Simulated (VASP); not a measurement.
# SnTe in VASP: further runs, part 2 of 2

VASP 6.6.1. Earlier steps stand in the parts before.

### 3 Electric field gradients, PBEsol (29.56 Å³/atom)

This run uses another cell than the first one, of 29.56 Å³/atom.

File INCAR:

```
SYSTEM = SnTe
PREC = Accurate
ENCUT = 520
EDIFF = 1E-8
ISMEAR = -1
SIGMA = 0.08
LREAL = .FALSE.
LASPH = .TRUE.
NELM = 80
ALGO = Normal
ISIF = 2
LWAVE = .FALSE.
LCHARG = .FALSE.
GGA = PS
LEFG = .TRUE.
NBANDS = 17
```

File KPOINTS:

```
regular mesh
0
G
  11 11 11
  0 0 0
```

File POSCAR:

```
SnTe
1.0
    0.0000000000      3.0920635522      3.0920635522
    3.0920635522      0.0000000000      3.0920635522
    3.0920635522      3.0920635522      0.0000000000
Sn Te
1 1
Direct
    0.0000000000      0.0000000000      0.0000000000
    0.5000000000      0.5000000000      0.5000000000
```

Potentials or basis: VASP PAW PBE potentials, release 64 (Sn_d, Te).

Started as:

```bash
cat potpaw_PBE.64/Sn_d/POTCAR potpaw_PBE.64/Te/POTCAR > POTCAR
mpirun -np 1 vasp_std > vasp.out
```

OUTCAR:

```text
SYSTEM = SnTe
   PREC = Accurate
   ENCUT = 520
   EDIFF = 1E-8
   ISMEAR = -1
   LREAL = .FALSE.
   LASPH = .TRUE.
   NELM = 80
   ISIF = 2
   GGA = PS

 ion  position               nearest neighbor table
   1  0.000  0.000  0.000-   2 3.09   2 3.09   2 3.09   2 3.09   2 3.09   2 3.09
   2  0.500  0.500  0.500-   1 3.09   1 3.09   1 3.09   1 3.09   1 3.09   1 3.09

  LATTYP: Found a face centered cubic cell.
 ALAT       =     6.1841271044

  Lattice vectors:

 A1 = (   0.0000000000,   3.0920635522,   3.0920635522)
 A2 = (   3.0920635522,   0.0000000000,   3.0920635522)
 A3 = (   3.0920635522,   3.0920635522,   0.0000000000)

Analysis of symmetry for initial positions (statically):
=====================================================================
 Subroutine PRICEL returns:
 Original cell was already a primitive cell.

 Routine SETGRP: Setting up the symmetry group for a
 face centered cubic supercell.

[... 669 lines left out ...]
      direct lattice vectors                 reciprocal lattice vectors
     0.000000000  3.092063552  3.092063552    -0.161704309  0.161704309  0.161704309
     3.092063552  0.000000000  3.092063552     0.161704309 -0.161704309  0.161704309
     3.092063552  3.092063552  0.000000000     0.161704309  0.161704309 -0.161704309

 POSITION                                       TOTAL-FORCE (eV/Angst)
 -----------------------------------------------------------------------------------
      0.00000      0.00000      0.00000         0.000000      0.000000      0.000000
      3.09206      3.09206      3.09206         0.000000      0.000000     -0.000000
 -----------------------------------------------------------------------------------
    total drift:                               -0.000000      0.000000      0.000000

  FREE ENERGIE OF THE ION-ELECTRON SYSTEM (eV)
  ---------------------------------------------------
  free  energy   TOTEN  =        -8.3150878512 eV

  energy  without entropy=       -8.3123972727  energy(sigma->0) =       -8.31374256

 Electric field gradients (V/A^2)
---------------------------------------------------------------------
 ion       V_xx      V_yy      V_zz      V_xy      V_xz      V_yz
---------------------------------------------------------------------
   1      -0.000    -0.000     0.000    -0.001    -0.001    -0.001
   2      -0.000     0.000     0.000     0.000     0.000     0.000
---------------------------------------------------------------------

 Electric field gradients after diagonalization (V/A^2)
 (convention: |V_zz| > |V_xx| > |V_yy|)
----------------------------------------------------------------------
 ion       V_xx      V_yy      V_zz     asymmetry (V_yy - V_xx)/ V_zz
----------------------------------------------------------------------
   1       0.001     0.001    -0.002       0.000
   2      -0.000    -0.000     0.000       0.000
----------------------------------------------------------------------

           NMR quadrupolar parameters

 Cq : quadrupolar parameter    Cq=e*Q*V_zz/h
 eta: asymmetry parameters     (V_yy - V_xx)/ V_zz
 Q  : nuclear electric quadrupole moment in mb (millibarn)
----------------------------------------------------------------------
 ion       Cq(MHz)       eta       Q (mb)
----------------------------------------------------------------------
   1      -0.000       0.000       1.000
   2       0.000       0.000       1.000
----------------------------------------------------------------------
```

OSZICAR:

```text
N       E                     dE             d eps       ncg     rms          rms(c)
DAV:   1     0.124288911878E+03    0.12429E+03   -0.95317E+03  1939   0.136E+03
DAV:   2     0.299581423545E+01   -0.12129E+03   -0.11758E+03  2018   0.333E+02
DAV:   3    -0.805112335935E+01   -0.11047E+02   -0.10962E+02  2407   0.889E+01
DAV:   4    -0.834806901619E+01   -0.29695E+00   -0.29670E+00  2193   0.151E+01
DAV:   5    -0.835945636680E+01   -0.11387E-01   -0.11387E-01  2737   0.290E+00    0.545E+00
DAV:   6    -0.831820508675E+01    0.41251E-01   -0.82576E-02  2724   0.241E+00    0.341E+00
DAV:   7    -0.831592089851E+01    0.22842E-02   -0.39309E-02  2515   0.130E+00    0.561E-01
DAV:   8    -0.831503145505E+01    0.88944E-03   -0.68328E-03  2486   0.730E-01    0.165E-01
DAV:   9    -0.831510636493E+01   -0.74910E-04   -0.47250E-04  2466   0.201E-01    0.533E-02
DAV:  10    -0.831508845238E+01    0.17913E-04   -0.62078E-05  2589   0.773E-02    0.230E-02
DAV:  11    -0.831508785197E+01    0.60040E-06   -0.17008E-05  2475   0.380E-02    0.876E-03
DAV:  12    -0.831508791861E+01   -0.66635E-07   -0.15153E-06  2490   0.138E-02    0.533E-03
DAV:  13    -0.831508770937E+01    0.20924E-06   -0.24188E-07  2527   0.436E-03    0.427E-03
DAV:  14    -0.831508782368E+01   -0.11431E-06   -0.29419E-08  2103   0.852E-04    0.456E-04
DAV:  15    -0.831508785587E+01   -0.32199E-07   -0.18044E-09  1174   0.415E-04    0.468E-04
DAV:  16    -0.831508785116E+01    0.47194E-08   -0.11258E-09  1064   0.300E-04
   1 F= -.83150879E+01 E0= -.83137426E+01  d E =-.269058E-02
```

stdout:

```text
POSCAR found type information on POSCAR SnTe
 POSCAR found :  2 types and       2 ions
 scaLAPACK will be used
 -----------------------------------------------------------------------------
|                                                                             |
|                                                                             |
|     You enforced a specific xc type in the INCAR file but a different       |
|     I HOPE YOU KNOW WHAT YOU ARE DOING!                                     |
|                                                                             |
 -----------------------------------------------------------------------------

 LDA part: xc-table for (Slater+PW92), standard interpolation
 POSCAR, INCAR and KPOINTS ok, starting setup
 FFT: planning ... GRIDC
 FFT: planning ... GRID_SOFT
 FFT: planning ... GRID
 WAVECAR not read
 entering main loop
ion   1

ion   2
```

It took 94 s on 1 thread of Intel Xeon 8259CL, shared host; peak memory 0.23 GiB.

What came out:

| Quantity | Value |
| --- | --- |
| Free energy | -8.3151 eV |
| Pressure | 2.7 GPa |
| Largest electric field gradient by atom | zero within the noise of the run |

Levels at points of the mesh, in eV from the Fermi level:
```tsv
k point	band 7	band 8	band 9	band 10	band 11	band 12	band 13	band 14
(0.00, 0.00, 0.00)	-4.49	-2.30	-2.30	-2.30	3.44	3.44	3.44	4.60
```

Caveat: this odd mesh misses L, so gap, dielectric constants and Born charges aren't listed; the PAW data sets were made with another functional, which shifts forces and pressure a little; spin-orbit coupling is left out, which moves the levels of the heavy elements.
